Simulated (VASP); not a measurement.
# Cd12I23Br (a cell with a defect) in VASP: electric field gradients with PBE

Aim: the electric field gradients of Cd12I23Br (a cell with a defect) with PBE.

All numbers are computed with VASP 6.6.1; they aren't measurements. Logs are shortened: lines on timing, memory, paths and dates and some standing lists are left out, and cuts for length are marked.

## (1) The cell of the first run

The cell holds a defect, 36 atoms: a = 8.577 Å, b = 8.577 Å, c = 21.847 Å, α = 90.00°, β = 90.00°, γ = 120.00°.

## (2) Electric field gradients, PBE

INCAR

```
PREC = Accurate
ENCUT = 520
EDIFF = 1E-8
ISMEAR = -1
SIGMA = 0.01
LREAL = Auto
LASPH = True
NELM = 100
ALGO = Normal
ISIF = 2
LWAVE = False
LCHARG = False
GGA = PE
LEFG = True
NBANDS = 180
LUSENCCL = False
```

KPOINTS

```
regular mesh
0
Gamma
  3 3 1
```

POSCAR

```
Cd12I23Br
1.0
    8.5774063515      0.0000000000      0.0000000000
   -4.2887031757      7.4282517990      0.0000000000
    0.0000000000      0.0000000000     21.8468462900
Cd I Br
12 23 1
Direct
    0.3333333333      0.1666666667      0.3331202400
    0.3333333333      0.6666666667      0.3331202400
    0.8333333333      0.1666666667      0.3331202400
    0.8333333333      0.6666666667      0.3331202400
    0.1666666667      0.3333333333      0.6668797600
    0.1666666667      0.8333333333      0.6668797600
    0.6666666667      0.3333333333      0.6668797600
    0.6666666667      0.8333333333      0.6668797600
    0.0000000000      0.0000000000      0.0000000000
    0.0000000000      0.5000000000      0.0000000000
    0.5000000000      0.0000000000      0.0000000000
    0.5000000000      0.5000000000      0.0000000000
    0.1666666667      0.3333333333      0.0788668000
    0.1666666667      0.8333333333      0.0788668000
    0.6666666667      0.3333333333      0.0788668000
    0.6666666667      0.8333333333      0.0788668000
    0.1666666667      0.3333333333      0.4116957400
    0.1666666667      0.8333333333      0.4116957400
    0.6666666667      0.3333333333      0.4116957400
    0.6666666667      0.8333333333      0.4116957400
    0.3333333333      0.1666666667      0.9211332000
    0.3333333333      0.6666666667      0.9211332000
    0.8333333333      0.1666666667      0.9211332000
    0.8333333333      0.6666666667      0.9211332000
    0.3333333333      0.1666666667      0.5883042600
    0.3333333333      0.6666666667      0.5883042600
    0.8333333333      0.1666666667      0.5883042600
    0.8333333333      0.6666666667      0.5883042600
    0.0000000000      0.5000000000      0.2543953200
    0.5000000000      0.0000000000      0.2543953200
    0.5000000000      0.5000000000      0.2543953200
    0.0000000000      0.0000000000      0.7456046800
    0.0000000000      0.5000000000      0.7456046800
    0.5000000000      0.0000000000      0.7456046800
    0.5000000000      0.5000000000      0.7456046800
    0.0000000000      0.0000000000      0.2543953200
```

Potentials or basis: VASP PAW PBE potentials, release 64 (Cd, I, Br).

Run with:

```sh
$ cat potpaw_PBE.64/Cd/POTCAR potpaw_PBE.64/I/POTCAR potpaw_PBE.64/Br/POTCAR > POTCAR
$ mpirun -np 1 vasp_std > vasp.out
```

OUTCAR:

```text
PREC = Accurate
   ENCUT = 520
   EDIFF = 1E-8
   ISMEAR = -1
   LREAL = Auto
   LASPH = True
   NELM = 100
   ISIF = 2
   GGA = PE

 ion  position               nearest neighbor table
   1  0.333  0.167  0.333-  17 3.01  18 3.01  19 3.01  31 3.01  36 3.01  30 3.01
   2  0.333  0.667  0.333-  18 3.01  17 3.01  20 3.01  30 3.01  29 3.01  31 3.01
   3  0.833  0.167  0.333-  19 3.01  20 3.01  17 3.01  29 3.01  30 3.01  36 3.01
   4  0.833  0.667  0.333-  20 3.01  19 3.01  18 3.01  36 3.01  31 3.01  29 3.01
   5  0.167  0.333  0.667-  25 3.01  26 3.01  27 3.01  32 3.01  35 3.01  33 3.01
   6  0.167  0.833  0.667-  26 3.01  25 3.01  28 3.01  33 3.01  34 3.01  32 3.01
   7  0.667  0.333  0.667-  27 3.01  28 3.01  25 3.01  34 3.01  33 3.01  35 3.01
   8  0.667  0.833  0.667-  28 3.01  27 3.01  26 3.01  35 3.01  32 3.01  34 3.01
   9  0.000  0.000  0.000-  13 3.02  24 3.02  21 3.02  16 3.02  23 3.02  14 3.02
  10  0.000  0.500  0.000-  14 3.02  23 3.02  22 3.02  15 3.02  13 3.02  24 3.02
  11  0.500  0.000  0.000-  15 3.02  22 3.02  14 3.02  23 3.02  16 3.02  21 3.02
  12  0.500  0.500  0.000-  16 3.02  21 3.02  13 3.02  24 3.02  22 3.02  15 3.02
  13  0.167  0.333  0.079-   9 3.02  12 3.02  10 3.02
  14  0.167  0.833  0.079-  10 3.02  11 3.02   9 3.02
  15  0.667  0.333  0.079-  11 3.02  10 3.02  12 3.02
  16  0.667  0.833  0.079-  12 3.02   9 3.02  11 3.02
  17  0.167  0.333  0.412-   1 3.01   2 3.01   3 3.01
[... 17 lines left out ...]
  35  0.500  0.500  0.746-   8 3.01   5 3.01   7 3.01
  36  0.000  0.000  0.254-   4 3.01   1 3.01   3 3.01

  LATTYP: Found a hexagonal cell.
 ALAT       =     8.5774063515
 C/A-ratio  =     2.5470224208

  Lattice vectors:

 A1 = (   8.5774063515,   0.0000000000,   0.0000000000)
 A2 = (  -4.2887031757,   7.4282517990,   0.0000000000)
 A3 = (   0.0000000000,   0.0000000000,  21.8468462900)

Analysis of symmetry for initial positions (statically):
=====================================================================
 Subroutine PRICEL returns:
 Original cell was already a primitive cell.

 Routine SETGRP: Setting up the symmetry group for a
 hexagonal supercell.

 Subroutine GETGRP returns: Found  6 space group operations
 (whereof  6 operations were pure point group operations)
 out of a pool of 24 trial point group operations.

The static configuration has the point symmetry C_3v.

Analysis of symmetry for dynamics (positions and initial velocities):
=====================================================================
 Subroutine PRICEL returns:
 Original cell was already a primitive cell.

 Routine SETGRP: Setting up the symmetry group for a
 hexagonal supercell.

 Subroutine GETGRP returns: Found  6 space group operations
 (whereof  6 operations were pure point group operations)
 out of a pool of 24 trial point group operations.

The dynamic configuration has the point symmetry C_3v.

 Subroutine INISYM returns: Found  6 space group operations
 (whereof  6 operations are pure point group operations),
 and found     1 'primitive' translations

----------------------------------------------------------------------------------------

                                     Primitive cell

  volume of cell :    1391.9747

  direct lattice vectors                    reciprocal lattice vectors
     8.577406352  0.000000000  0.000000000     0.116585359  0.067310588 -0.000000000
    -4.288703176  7.428251799  0.000000000     0.000000000  0.134621177  0.000000000
     0.000000000  0.000000000 21.846846290     0.000000000 -0.000000000  0.045773197

  length of vectors
     8.577406352  8.577406351 21.846846290     0.134621177  0.134621177  0.045773197

  position of ions in fractional coordinates (direct lattice)
     0.333333333  0.166666667  0.333120240
     0.333333333  0.666666667  0.333120240
     0.833333333  0.166666667  0.333120240
     0.833333333  0.666666667  0.333120240
     0.166666667  0.333333333  0.666879760
     0.166666667  0.833333333  0.666879760
[... 28 lines left out ...]
     0.500000000  0.500000000  0.745604680
     0.000000000  0.000000000  0.254395320

  ion indices of the primitive-cell ions
   primitive index   ion index
                 1           1
                 2           2
                 3           3
                 4           4
                 5           5
                 6           6
[... 78 lines left out ...]
   ENCUT  =  520.0 eV  38.22 Ry    6.18 a.u.  15.95 15.95 40.62*2*pi/ulx,y,z
   NELM   =    100;   NELMIN=  2; NELMDL= -5     # of ELM steps
   EDIFF  = 0.1E-07   stopping-criterion for ELM
   LREAL  =      T    real-space projection
   EDIFFG = 0.1E-06   stopping-criterion for IOM
   NSW    =      0    number of steps for IOM
   IBRION =     -1    ionic relax: 0-MD 1-quasi-New 2-CG
   NFREE  =      0    steps in history (QN), initial steepest desc. (CG)
   ISIF   =      2    stress and relaxation
   ISYM   =      2    0-nonsym 1-usesym 2-fastsym
   POTIM  = 0.5000    time-step for ionic-motion
   TEBEG  =    0.0;   TEEND  =   0.0 temperature during run
   PSTRESS=    0.0 pullay stress
   NELECT =     312.0000    total number of electrons
   NUPDOWN=      -1.0000    fix difference up-down
   EMIN   =  10.00;   EMAX   =-10.00  energy-range for DOS
   EFERMI =   0.00;   METHOD = LEGACY
   ISMEAR =    -1;   SIGMA  =   0.01  broadening in eV -4-tet -1-fermi 0-gaus
   EFERMI_NEDOS =   21; number of points for ismear=-14 and -15
   IALGO  =     38    algorithm
   IMIX   =      4    mixing-type and parameters
     AMIX     =   0.40;   BMIX     =  1.00
     AMIX_MAG =   1.60;   BMIX_MAG =  1.00
  volume/ion in A,a.u.               =      38.67       260.93
  Fermi-wavevector in a.u.,A,eV,Ry     =   0.994449  1.879236 13.455197  0.988929
  Thomas-Fermi vector in A             =   2.126401
   LORBIT       =      0    0 simple, 1 ext, 2 COOP (PROOUT), +10 PAW based schemes
   GGA     = PE    functional components
   LHFCALC =     F    Hartree Fock is set to
   AEXX    =    0.0000 exact exchange contribution
   IVDW    =     0    specifies the selected vdW correction
   LEPSILON=     F    determine dielectric tensor
   LRPA    =     F    only Hartree local field effects (RPA)
 non-spin polarized calculation
  energy-cutoff  :      520.00
  volume of cell :     1391.97
 maximum number of plane-waves:     37557
 NGX is ok and might be reduce to    64
   NGX = 31   NGY = 31   NGZ = 81

 number of electron     311.9999946 magnetization

 Free energy of the ion-electron system (eV)
  ---------------------------------------------------
  ext. energy  EPLUGINS =         0.00000000
  ---------------------------------------------------
  free energy    TOTEN  =       -66.93478035 eV

  energy without entropy =      -66.93478035  energy(sigma->0) =      -66.93478035

 E-fermi :   1.4977     XC(G=0):  -8.1215

 val. band max:        1.2009257728   @ k =   0.3333   0.0000   0.0000
 cond. band min:       3.4423429676   @ k =   0.0000   0.0000   0.0000
 fundamental gap:      2.2414171948
 Fermi energy:         1.4976595680

 k-point     1 :       0.0000    0.0000    0.0000
  band No.  band energies     occupation
      1     -12.0258      2.00000
      2     -10.7191      2.00000
      3     -10.6538      2.00000
      4     -10.6222      2.00000
      5     -10.2454      2.00000
      6     -10.2187      2.00000
[... 502 lines left out ...]
    167       4.5547      0.00000
    168       4.5619      0.00000
 [bands above 168 left out]

------------------------ aborting loop because EDIFF is reached ----------------------------------------

  FORCE on cell =-STRESS in cart. coord.  units (eV):
  Direction    XX          YY          ZZ          XY          YZ          ZX
  --------------------------------------------------------------------------------------
  -------------------------------------------------------------------------------------
  Total        5.1138623      5.1138623      3.7692674      0.0000000      0.0000000      0.0000000
  in kB        5.8861084      5.8861084      4.3384658      0.0000000      0.0000000      0.0000000
  external PRESSURE =       5.3702276 kB  Pullay stress =       0.0000000 kB

 VOLUME and BASIS-vectors are now :
 -----------------------------------------------------------------------------
  energy-cutoff  :      520.00
  volume of cell :     1391.97
      direct lattice vectors                 reciprocal lattice vectors
     8.577406352  0.000000000  0.000000000     0.116585359  0.067310588 -0.000000000
    -4.288703176  7.428251799  0.000000000     0.000000000  0.134621177  0.000000000
     0.000000000  0.000000000 21.846846290     0.000000000 -0.000000000  0.045773197

 POSITION                                       TOTAL-FORCE (eV/Angst)
 -----------------------------------------------------------------------------------
      2.14435      1.23804      7.27763        -0.160663     -0.092759     -0.176707
     -0.00000      4.95217      7.27763        -0.000000      0.000000     -0.049989
      6.43305      1.23804      7.27763         0.160663     -0.092759     -0.176707
      4.28870      4.95217      7.27763         0.000000      0.185517     -0.176707
      0.00000      2.47608     14.56922        -0.000000     -0.003035      0.021417
     -2.14435      6.19021     14.56922        -0.002628      0.001517      0.021417
[... 28 lines left out ...]
      2.14435      3.71413     16.28911        -0.000758      0.000438      0.068902
      0.00000      0.00000      5.55774        -0.000000      0.000000      0.600843
 -----------------------------------------------------------------------------------
    total drift:                               -0.000000     -0.000000      0.006386

  FREE ENERGIE OF THE ION-ELECTRON SYSTEM (eV)
  ---------------------------------------------------
  free  energy   TOTEN  =       -66.9347803501 eV

  energy  without entropy=      -66.9347803501  energy(sigma->0) =      -66.93478035

 Electric field gradients (V/A^2)
---------------------------------------------------------------------
 ion       V_xx      V_yy      V_zz      V_xy      V_xz      V_yz
---------------------------------------------------------------------
   1       3.801    -6.682     2.881     9.081    13.013     7.513
   2      -1.248    -1.246     2.493     0.002     0.000    -0.000
   3       3.801    -6.682     2.881    -9.078   -13.013     7.513
   4     -11.926     9.045     2.881     0.002     0.000   -15.026
   5      -1.308    -1.179     2.486     0.002     0.000    -0.082
   6      -1.212    -1.274     2.486    -0.053    -0.071     0.041
[... 28 lines left out ...]
  35      29.773    29.700   -59.473    -0.063     0.257    -0.148
  36      12.878    12.878   -25.756    -0.000     0.000    -0.000
---------------------------------------------------------------------

 Electric field gradients after diagonalization (V/A^2)
 (convention: |V_zz| > |V_xx| > |V_yy|)
----------------------------------------------------------------------
 ion       V_xx      V_yy      V_zz     asymmetry (V_yy - V_xx)/ V_zz
----------------------------------------------------------------------
   1     -11.926    -9.376    21.301       0.120
   2      -1.249    -1.245     2.493       0.002
   3     -11.923    -9.377    21.300       0.120
   4     -11.926    -9.376    21.301       0.120
   5      -1.308    -1.181     2.488       0.051
   6      -1.304    -1.184     2.488       0.049
[... 28 lines left out ...]
  35      29.810    29.664   -59.474       0.002
  36      12.878    12.878   -25.756       0.000
----------------------------------------------------------------------

           NMR quadrupolar parameters

 Cq : quadrupolar parameter    Cq=e*Q*V_zz/h
 eta: asymmetry parameters     (V_yy - V_xx)/ V_zz
 Q  : nuclear electric quadrupole moment in mb (millibarn)
----------------------------------------------------------------------
 ion       Cq(MHz)       eta       Q (mb)
----------------------------------------------------------------------
   1       0.052       0.120       1.000
   2       0.006       0.002       1.000
   3       0.052       0.120       1.000
   4       0.052       0.120       1.000
   5       0.006       0.051       1.000
   6       0.006       0.049       1.000
[... 28 lines left out ...]
  35      -0.144       0.002       1.000
  36      -0.062       0.000       1.000
----------------------------------------------------------------------
```

Run time: 2.3 min. Hardware: 1 × NVIDIA H100 80GB with 1 thread of Intel Xeon Platinum 8481C at 2.70GHz (Sapphire Rapids), shared host; peak memory 2.1 GiB.

Results:

| Property | Result |
| --- | --- |
| Free energy | -66.9348 eV |
| Pressure | 0.5 GPa |
| Largest force | 0.601 eV/Å |
| Band gap on the k mesh | 2.24 eV |
| Largest electric field gradient by atom | Cd +21.3, +2.5, +2.1 (each value once); I -59.3, -56.8, -57.9, -63.4, -58.2, -59.2, -61.7, -60.4, -69.5, -59.7, -59.5 (each value once); Br -25.8 V/Å² |

Forces in eV/Å, atoms in the order of the input:
```
Cd  -0.161 -0.093 -0.177
Cd   0.000  0.000 -0.050
Cd   0.161 -0.093 -0.177
Cd   0.000  0.186 -0.177
Cd   0.000 -0.003  0.021
Cd  -0.003  0.002  0.021
Cd   0.000  0.000  0.019
Cd   0.003  0.002  0.021
Cd   0.000  0.000  0.019
Cd   0.008  0.005  0.013
Cd   0.000 -0.010  0.013
Cd  -0.008  0.005  0.013
I    0.000 -0.004  0.045
I   -0.004  0.002  0.045
I    0.000  0.000  0.047
I    0.004  0.002  0.045
I    0.000 -0.081 -0.017
I   -0.070  0.041 -0.017
I    0.000  0.000  0.098
I    0.070  0.041 -0.017
I    0.001  0.001 -0.054
I    0.000  0.000 -0.060
I   -0.001  0.001 -0.054
I    0.000 -0.001 -0.054
I    0.000  0.000 -0.080
I    0.000  0.000 -0.085
I    0.000  0.000 -0.080
I    0.000  0.000 -0.080
I   -0.010 -0.005 -0.041
I    0.000  0.011 -0.041
I    0.010 -0.005 -0.041
I    0.000  0.000  0.070
I    0.001  0.000  0.069
I    0.000 -0.001  0.069
I   -0.001  0.000  0.069
Br   0.000  0.000  0.601
```

Levels at points of the mesh, in eV from the valence-band top:
| k point | band 152 | band 153 | band 154 | band 155 | band 156 | band 157 | band 158 | band 159 | band 160 | band 161 |
| --- | --- | --- | --- | --- | --- | --- | --- | --- | --- | --- |
| (0.00, 0.00, 0.00) | -0.14 | -0.08 | -0.08 | 0.00 | 0.00 | 2.24 | 2.30 | 2.30 | 2.40 | 2.50 |

Electric field gradients, principal values (V/Å²):
| atom | least | middle | greatest (by size) |
| --- | --- | --- | --- |
| 1 Cd | -9.376 | -11.926 | 21.301 |
| 2 Cd | -1.245 | -1.249 | 2.493 |
| 3 Cd | -9.377 | -11.923 | 21.300 |
| 4 Cd | -9.376 | -11.926 | 21.301 |
| 5 Cd | -1.181 | -1.308 | 2.488 |
| 6 Cd | -1.184 | -1.304 | 2.488 |
| 7 Cd | -1.243 | -1.247 | 2.491 |
| 8 Cd | -1.181 | -1.308 | 2.488 |
| 9 Cd | -1.043 | -1.044 | 2.086 |
| 10 Cd | -0.891 | -1.200 | 2.092 |
| 11 Cd | -0.891 | -1.200 | 2.092 |
| 12 Cd | -0.892 | -1.200 | 2.092 |
| 13 I | 28.605 | 30.650 | -59.255 |
| 14 I | 28.605 | 30.650 | -59.255 |
| 15 I | 28.390 | 28.390 | -56.780 |
| 16 I | 28.605 | 30.650 | -59.255 |
| 17 I | 16.296 | 41.614 | -57.910 |
| 18 I | 16.296 | 41.614 | -57.910 |
| 19 I | 31.696 | 31.696 | -63.391 |
| 20 I | 16.296 | 41.614 | -57.910 |
| 21 I | 28.758 | 29.465 | -58.223 |
| 22 I | 29.604 | 29.604 | -59.207 |
| 23 I | 28.757 | 29.465 | -58.223 |
| 24 I | 28.758 | 29.465 | -58.223 |
| 25 I | 30.614 | 31.088 | -61.702 |
| 26 I | 30.205 | 30.205 | -60.410 |
| 27 I | 30.614 | 31.088 | -61.702 |
| 28 I | 30.614 | 31.088 | -61.702 |
| 29 I | 22.756 | 46.772 | -69.529 |
| 30 I | 22.756 | 46.772 | -69.529 |
| 31 I | 22.757 | 46.772 | -69.529 |
| 32 I | 29.829 | 29.830 | -59.658 |
| 33 I | 29.665 | 29.810 | -59.474 |
| 34 I | 29.665 | 29.810 | -59.474 |
| 35 I | 29.664 | 29.810 | -59.474 |
| 36 Br | 12.878 | 12.878 | -25.756 |

Caveat: without QUAD_EFG the Cq values of the log hold for a quadrupole moment of 1 mb, not for the nuclei; spin-orbit coupling is left out, which moves the levels of the heavy elements.
